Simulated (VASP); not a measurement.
# N in VASP: a series of runs, part 2 of 2

VASP 6.6.1. The steps go on from the part before.

## (3) Single point, PBE+D3(BJ)

File INCAR:

```
SYSTEM = N
PREC = Accurate
ENCUT = 1000
EDIFF = 1E-6
ISMEAR = -1
SIGMA = 0.02
LREAL = Auto
LASPH = .True.
NELM = 120
ALGO = Normal
ISIF = 2
LWAVE = .False.
LCHARG = .True.
GGA = PE
IVDW = 12
LELF = .True.
LVHAR = .True.
NBANDS = 78
GGA_COMPAT = .False.
```

File KPOINTS:

```
Automatic mesh
0
Gamma
  1 1 1
  0 0 0
```

File POSCAR:

```
N
1.0
    9.6720280000      0.0000000000      0.0000000000
    0.0000000000      9.6720280000      0.0000000000
    0.0000000000      0.0000000000      9.6720280000
N
24
Direct
    0.0940124274      0.9233023378      0.1989211460
    0.1245615380      0.9375109374      0.0899695859
    0.7711839455      0.3660392979      1.0161800563
    0.7230410109      0.4445616752      0.9490582107
    0.0044214547      0.9559842017      0.6990148065
    0.0257512178      0.8569815688      0.7512616293
    0.6140431326      0.2504920190      0.6006737939
    0.6506574386      0.2013972726      0.5045910979
    0.4078171265      0.1059878461      0.8620544644
    0.5139458847      0.1182473214      0.9017584627
    0.3787425236      0.5304221993      0.7056569557
    0.2712696137      0.5284762765      0.7437994657
    0.6009835522      0.8784894002      0.1610422181
    0.4897084564      0.9000447307      0.1733869391
    0.4564997808      0.4013731000      0.2493348937
    0.4536262405      0.2935842433      0.2123360708
    0.7014920315      0.8358847498      0.5159688231
    0.6985829780      0.7296595447      0.4744054096
    0.3615879529      0.8753307667      0.5982782249
    0.3212929837      0.8706365274      0.4917758978
    0.9525553687      0.5354538125      0.5938277667
    0.9071709526      0.4430034264      0.6425917089
    0.1304699455      0.2850446262      1.0023446686
    0.0931511430      0.2629624184      0.8969336034
```

Potentials or basis: VASP PAW PBE potentials, release 64 (N_h).

Started as:

```sh
$ cat potpaw_PBE.64/N_h/POTCAR > POTCAR
$ mpirun -np 1 vasp_gam > vasp.out
```

OUTCAR:

```text
SYSTEM = N
   PREC = Accurate
   ENCUT = 1000
   EDIFF = 1E-6
   ISMEAR = -1
   LREAL = Auto
   LASPH = .True.
   NELM = 120
   ISIF = 2
   GGA = PE
   IVDW = 12
 IVDW          = 12

 ion  position               nearest neighbor table
   1  0.094  0.923  0.199-   2 1.10
   2  0.125  0.938  0.090-   1 1.10
   3  0.771  0.366  0.016-   4 1.10
   4  0.723  0.445  0.949-   3 1.10
   5  0.004  0.956  0.699-   6 1.10
   6  0.026  0.857  0.751-   5 1.10
[... 16 lines left out ...]
  23  0.130  0.285  0.002-  24 1.10
  24  0.093  0.263  0.897-  23 1.10

  LATTYP: Found a simple cubic cell.
 ALAT       =     9.6720280000

  Lattice vectors:

 A1 = (   9.6720280000,   0.0000000000,   0.0000000000)
 A2 = (   0.0000000000,   9.6720280000,   0.0000000000)
 A3 = (   0.0000000000,   0.0000000000,   9.6720280000)

Analysis of symmetry for initial positions (statically):
=====================================================================
 Subroutine PRICEL returns:
 Original cell was already a primitive cell.

 Routine SETGRP: Setting up the symmetry group for a
 simple cubic supercell.

 Subroutine GETGRP returns: Found  1 space group operations
 (whereof  1 operations were pure point group operations)
 out of a pool of 48 trial point group operations.

The static configuration has the point symmetry C_1 .

Analysis of symmetry for dynamics (positions and initial velocities):
=====================================================================
 Subroutine PRICEL returns:
 Original cell was already a primitive cell.

 Routine SETGRP: Setting up the symmetry group for a
 simple cubic supercell.
[... 142 lines left out ...]
   IALGO  =     38    algorithm
   IMIX   =      4    mixing-type and parameters
     AMIX     =   0.40;   BMIX     =  1.00
     AMIX_MAG =   1.60;   BMIX_MAG =  1.00
  volume/ion in A,a.u.               =      37.70       254.41
  Fermi-wavevector in a.u.,A,eV,Ry     =   0.834868  1.577671  9.483318  0.697004
  Thomas-Fermi vector in A             =   1.948331
   LORBIT       =      0    0 simple, 1 ext, 2 COOP (PROOUT), +10 PAW based schemes
   GGA     = PE    functional components
   LHFCALC =     F    Hartree Fock is set to
   AEXX    =    0.0000 exact exchange contribution
   IVDW    =    12    specifies the selected vdW correction
   LEPSILON=     F    determine dielectric tensor
   LRPA    =     F    only Hartree local field effects (RPA)
 non-spin polarized calculation
  energy-cutoff  :     1000.00
  volume of cell :      904.80
 maximum number of plane-waves:     32487
 NGX is ok and might be reduce to    98
   NGX = 49   NGY = 49   NGZ = 49

 number of electron     120.0000000 magnetization

 Free energy of the ion-electron system (eV)
  ---------------------------------------------------
  ext. energy  EPLUGINS =         0.00000000
  ---------------------------------------------------
  free energy    TOTEN  =      -201.97442885 eV

  energy without entropy =     -201.97442885  energy(sigma->0) =     -201.97442885

 E-fermi :  -7.2270     XC(G=0):  -4.6852

 val. band max:       -7.7958656110   @ k =   0.0000   0.0000   0.0000
 cond. band min:      -0.1108631235   @ k =   0.0000   0.0000   0.0000
 fundamental gap:      7.6850024875
 Fermi energy:        -7.2270044354

 k-point     1 :       0.0000    0.0000    0.0000
  band No.  band energies     occupation
      1     -26.0254      2.00000
      2     -26.0170      2.00000
      3     -25.9974      2.00000
      4     -25.9724      2.00000
      5     -25.9586      2.00000
      6     -25.9443      2.00000
[... 64 lines left out ...]
     71       0.2213      0.00000
     72       0.2392      0.00000
 [bands above 72 left out]

------------------------ aborting loop because EDIFF is reached ----------------------------------------

 Edisp (eV)   -0.74865

 E8    (eV) :    -0.1756

  FORCE on cell =-STRESS in cart. coord.  units (eV):
  Direction    XX          YY          ZZ          XY          YZ          ZX
  --------------------------------------------------------------------------------------
  -------------------------------------------------------------------------------------
  Total      -0.47066    -0.62466    -0.35521    -0.09616    -0.21053     0.00481
  in kB      -0.83342    -1.10612    -0.62899    -0.17027    -0.37280     0.00851
  external pressure =       -0.86 kB  Pullay stress =        0.00 kB

 VOLUME and BASIS-vectors are now :
 -----------------------------------------------------------------------------
  energy-cutoff  :     1000.00
  volume of cell :      904.80
      direct lattice vectors                 reciprocal lattice vectors
     9.672028000  0.000000000  0.000000000     0.103390933  0.000000000  0.000000000
     0.000000000  9.672028000  0.000000000     0.000000000  0.103390933  0.000000000
     0.000000000  0.000000000  9.672028000     0.000000000  0.000000000  0.103390933

 POSITION                                       TOTAL-FORCE (eV/Angst)
 -----------------------------------------------------------------------------------
      0.90929      8.93021      1.92397         0.006235      0.005311     -0.055282
      1.20476      9.06763      0.87019        -0.006845     -0.007387      0.064891
      7.45891      3.54034      0.15649         0.008764     -0.024940      0.020160
      6.99327      4.29981      9.17932        -0.027561      0.028327     -0.024543
      0.04276      9.24631      6.76089        -0.016410      0.060281     -0.030712
      0.24907      8.28875      7.26622         0.006940     -0.058704      0.033845
[... 16 lines left out ...]
      1.26191      2.75696      0.02268         0.005513      0.004870      0.006581
      0.90096      2.54338      8.67517        -0.008567     -0.003517      0.000052
 -----------------------------------------------------------------------------------
    total drift:                                0.001268     -0.001497     -0.001774

  FREE ENERGIE OF THE ION-ELECTRON SYSTEM (eV)
  ---------------------------------------------------
  free  energy   TOTEN  =      -202.7230796879 eV

  energy  without entropy=     -202.7230796879  energy(sigma->0) =     -202.72307969
```

OSZICAR:

```text
N       E                     dE             d eps       ncg     rms          rms(c)
DAV:   1     0.162626661118E+04    0.16263E+04   -0.74853E+04   156   0.216E+03
DAV:   2     0.209620545856E+03   -0.14166E+04   -0.13601E+04   234   0.353E+02
DAV:   3    -0.192119590621E+03   -0.40174E+03   -0.40057E+03   192   0.193E+02
DAV:   4    -0.212177819809E+03   -0.20058E+02   -0.19906E+02   184   0.522E+01
DAV:   5    -0.212882554860E+03   -0.70474E+00   -0.70231E+00   216   0.854E+00    0.225E+01
DAV:   6    -0.204075704310E+03    0.88069E+01   -0.14080E+01   184   0.123E+01    0.117E+01
DAV:   7    -0.202025156814E+03    0.20505E+01   -0.86054E+00   200   0.933E+00    0.286E+00
DAV:   8    -0.201978156913E+03    0.47000E-01   -0.69779E-01   200   0.318E+00    0.534E-01
DAV:   9    -0.201973436823E+03    0.47201E-02   -0.36118E-02   200   0.764E-01    0.172E-01
DAV:  10    -0.201974318937E+03   -0.88211E-03   -0.28374E-03   240   0.232E-01    0.814E-02
DAV:  11    -0.201974446641E+03   -0.12770E-03   -0.78090E-04   200   0.152E-01    0.353E-02
DAV:  12    -0.201974454794E+03   -0.81532E-05   -0.19539E-04   232   0.704E-02    0.333E-02
DAV:  13    -0.201974426399E+03    0.28395E-04   -0.12634E-04   200   0.523E-02    0.848E-03
DAV:  14    -0.201974425325E+03    0.10738E-05   -0.36893E-05   248   0.321E-02    0.812E-03
DAV:  15    -0.201974425483E+03   -0.15739E-06   -0.13568E-05   208   0.180E-02    0.304E-03
DAV:  16    -0.201974426637E+03   -0.11550E-05   -0.15739E-06   144   0.808E-03    0.213E-03
DAV:  17    -0.201974428261E+03   -0.16238E-05   -0.10295E-06   152   0.641E-03    0.125E-03
DAV:  18    -0.201974428846E+03   -0.58446E-06   -0.69328E-07   144   0.386E-03
   1 F= -.20272308E+03 E0= -.20272308E+03  d E =-.682946E-12
```

stdout:

```text
POSCAR found type information on POSCAR N
 POSCAR found :  1 types and      24 ions
 scaLAPACK will be used
 LDA part: xc-table for (Slater+PW92), standard interpolation
 POSCAR, INCAR and KPOINTS ok, starting setup
 FFT: planning ... GRIDC
 FFT: planning ... GRID_SOFT
 FFT: planning ... GRID
 WAVECAR not read
 entering main loop
```

Wall time 4.3 min (1 thread of Intel Xeon 6975P-C (Granite Rapids), shared host); peak memory 1.5 GiB.

Results:

| Property | Result |
| --- | --- |
| Free energy | -202.7231 eV |
| Pressure | -0.1 GPa |
| Largest force | 0.148 eV/Å |
| Dispersion energy per atom | -0.031 eV |

Forces on the atoms (eV/Å):
```
N    0.006  0.005 -0.055
N   -0.007 -0.007  0.065
N    0.009 -0.025  0.020
N   -0.028  0.028 -0.025
N   -0.016  0.060 -0.031
N    0.007 -0.059  0.034
N   -0.023  0.029  0.053
N    0.023 -0.034 -0.071
N   -0.010  0.001 -0.010
N    0.008 -0.001  0.003
N   -0.057  0.002  0.014
N    0.080 -0.002 -0.015
N   -0.018 -0.002  0.009
N    0.020 -0.005  0.003
N   -0.001  0.006 -0.001
N   -0.007 -0.004 -0.004
N    0.007 -0.141 -0.042
N    0.002  0.139  0.050
N    0.016  0.005  0.041
N   -0.020  0.003 -0.047
N    0.034  0.042 -0.024
N   -0.021 -0.043  0.025
N    0.006  0.005  0.007
N   -0.009 -0.004  0.000
```

Levels at points of the mesh, in eV from the Fermi level:
```
           k point  band 57  band 58  band 59  band 60  band 61  band 62  band 63  band 64
(0.00, 0.00, 0.00)    -0.66    -0.63    -0.60    -0.57     7.12     7.18     7.22     7.24
```

Caveat: the k points lie up to 0.65 Å⁻¹ apart.

## (4) Single point, PBE+D3(BJ)

File INCAR:

```
  PREC = Accurate
  ENCUT = 1000
  EDIFF = 1E-6
  ISMEAR = -1
  SIGMA = 0.02
  LREAL = Auto
  LASPH = True
  NELM = 120
  ALGO = Normal
  ISIF = 2
  LWAVE = False
  LCHARG = False
  GGA = PE
  IVDW = 12
  NBANDS = 78
  GGA_COMPAT = False
```

File KPOINTS:

```
regular mesh
0
Gamma
  1 1 1
```

File POSCAR:

```
N
1.0
    9.6720280000      0.0000000000      0.0000000000
    0.0000000000      9.6720280000      0.0000000000
    0.0000000000      0.0000000000      9.6720280000
N
24
Direct
    0.0841498805      0.9510104809      0.1002788660
    0.1498858357      0.8671811124      0.1428862696
    0.7836308993      0.3527802029      0.9354398064
    0.7147518597      0.4419342045      0.9485290986
   -0.0576507843      0.9108224252      0.7258146895
    0.0292286168      0.8554359024      0.7705726245
    0.6921506017      0.2818747009      0.5531414921
    0.6848098455      0.2085601903      0.4664895511
    0.4633464667      0.0794869494      0.8298983419
    0.4905899776      0.1888745566      0.8234053913
    0.3758777373      0.4870023122      0.6572354836
    0.2855967745      0.4402385932      0.7095823130
    0.6130358597      0.9446415995      0.1626649551
    0.5004121163      0.9590232783      0.1450988355
    0.5237784671      0.4378812799      0.3180718666
    0.4524594015      0.3750402708      0.2565439223
    0.6660340520      0.8493358373      0.5307676942
    0.7322559447      0.7611123541      0.5069257450
    0.3530386802      0.8401547225      0.5738506960
    0.2869822130      0.9320279056      0.5850686123
    0.9221644106      0.5154658361      0.5702113352
    0.9605741423      0.4419342045      0.6477441959
    0.1475595397      0.2376957552      0.9854913571
    0.0788769429      0.2091081622      0.8962753210
```

Started as:

```sh
$ cat potpaw_PBE.64/N_h/POTCAR > POTCAR
$ mpirun -np 1 vasp_gam > vasp.out
```

Run time: 2.8 min. Hardware: 1 thread of Intel Xeon 6975P-C (Granite Rapids), shared host; peak memory 1.5 GiB.

It converged, with:

```yaml
Free_energy: -202.4837 eV
Pressure: 0.3 GPa
Largest_force: 2.806 eV/Å
Dispersion_energy_per_atom: -0.032 eV
```

Forces in eV/Å, atoms in the order of the input:
```
N    0.543 -0.838  0.436
N   -0.555  0.721 -0.354
N    0.441 -0.629 -0.070
N   -0.488  0.652  0.096
N   -1.846  1.208 -0.928
N    1.836 -1.205  0.967
N   -0.017  0.127  0.289
N    0.018 -0.267 -0.227
N   -0.358 -1.484  0.093
N    0.364  1.462 -0.075
N   -0.375 -0.194  0.206
N    0.422  0.222 -0.219
N   -1.152  0.144 -0.171
N    1.157 -0.138  0.206
N    0.639  0.684  0.525
N   -0.704 -0.606 -0.616
N   -0.922  1.290  0.331
N    0.866 -1.210 -0.394
N    0.155 -0.339 -0.049
N   -0.199  0.327  0.000
N   -0.095  0.373 -0.440
N    0.212 -0.382  0.457
N   -1.645 -0.616 -2.182
N    1.703  0.695  2.120
```

Stress tensor (GPa, compression positive):
```
 0.13 -0.33 -0.06
-0.33  0.77 -0.10
-0.06 -0.10 -0.14
```

Levels at points of the mesh, in eV from the Fermi level:
| k point | band 58 | band 59 | band 60 | band 61 | band 62 | band 63 |
| --- | --- | --- | --- | --- | --- | --- |
| (0.00, 0.00, 0.00) | -0.77 | -0.62 | -0.55 | 6.91 | 6.95 | 7.01 |

Caveat: the k points lie up to 0.65 Å⁻¹ apart.

## (5) Overview

```csv
cell,pressure (GPa),largest force (eV/Å)
"as given, atomic positions A",0.1,3.53
"as given, atomic positions B",-0.1,0.15
"as given, atomic positions C",0.3,2.81
```

Alike in all rows: task single point; level PBE+D3(BJ); potentials or basis VASP PAW PBE potentials, release 64 (N_h); no spin polarisation; k mesh 1 × 1 × 1; cutoff (eV) 1000; smearing fermi-dirac 0.02 eV.

Caveats: all runs use coarse meshes.

Total energies depend on the potentials used, so only differences within one code and one set of settings carry meaning.
